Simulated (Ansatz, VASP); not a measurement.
Ti in VASP and in Ansatz

```
CELL_PARAMETERS angstrom
0.00000 2.88735 2.88735
2.88735 0.00000 2.88735
2.88735 2.88735 0.00000
ATOMIC_POSITIONS crystal
Ti 0.12500 0.12500 0.12500
Ti 0.87500 0.87500 0.87500
```

Alike in both runs: task single point; functional PBE; k mesh 16 × 16 × 16; occupations fermi-dirac, width 0.1 eV; no spin polarisation.

```csv
,VASP,Ansatz
version,VASP 6.6.1,Ansatz 0.2.0
potentials or method,"VASP PAW PBE potentials, release 64 (Ti_sv), cutoff 520 eV","plane waves (420 eV) with PAW, scalar-relativistic"
valence electrons in the cell,24,24
```

```tsv
	VASP	Ansatz	Ansatz less VASP
pressure (GPa)	-1.1	-1.1	-0.04
```
